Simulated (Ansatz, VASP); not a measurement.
## Two plane-wave programs on TiO2

```
CELL_PARAMETERS angstrom
4.26550 0.00000 0.00000
0.00000 4.26550 0.00000
0.00000 0.00000 2.95045
ATOMIC_POSITIONS crystal
Ti 0.00000 0.00000 0.00000
Ti 0.50000 0.50000 0.50000
O 0.30510 0.30510 0.00000
O 0.19490 0.80510 0.50000
O 0.69490 0.69490 0.00000
O 0.80510 0.19490 0.50000
```

Alike in both runs: task single point; functional PBE; k mesh 8 × 8 × 10; occupations gaussian, width 0.05 eV; no spin polarisation.

|  | VASP | Ansatz |
| --- | --- | --- |
| version | VASP 6.6.1 | Ansatz 0.2.0 |
| potentials or method | VASP PAW PBE potentials, release 64 (Ti_sv, O), cutoff 520 eV | scalar-relativistic, plane waves, PAW |
| valence electrons in the cell | 48 | 48 |

```tsv
	VASP	Ansatz	Ansatz less VASP
gap on the k mesh at the Fermi level (eV)	2.20	2.24	+0.047
least direct gap on the mesh (eV)	2.20	2.24	+0.047
rms of the force components (eV/Å)	0.171	0.167	-0.0033
```

Atom by atom the forces differ by 0.003 eV/Å (rms over components).
